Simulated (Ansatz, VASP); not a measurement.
## KBr in VASP and in Ansatz

```
K Br
1.0
     0.00000    3.18563    3.18563
     3.18563    0.00000    3.18563
     3.18563    3.18563    0.00000
K Br
1 1
Direct
  0.00000 0.00000 0.00000
  0.50000 0.50000 0.50000
```

Alike in both runs: functional LDA; k mesh 6 × 6 × 6; occupations gaussian, width 0.02 eV; no spin polarisation.

Ansatz relaxed the structure, and its values are those at the end. VASP's run is a single point on that final structure, the one shown.

|  | VASP | Ansatz |
| --- | --- | --- |
| version | VASP 6.6.1 | Ansatz 0.2.0 |
| potentials or method | VASP PAW LDA potentials, release 64 (K_sv, Br), cutoff 520 eV | scalar-relativistic, plane waves, PAW |
| valence electrons in the cell | 16 | 16 |

```tsv
	VASP	Ansatz	Ansatz less VASP
gap on the k mesh at the Fermi level (eV)	4.33	4.32	-0.008
least direct gap on the mesh (eV)	4.33	4.32	-0.008
pressure (GPa)	0.1	0.0	-0.09
```

LDA's correlation is that of Perdew and Zunger in VASP and of Perdew and Wang (1992) in Ansatz.
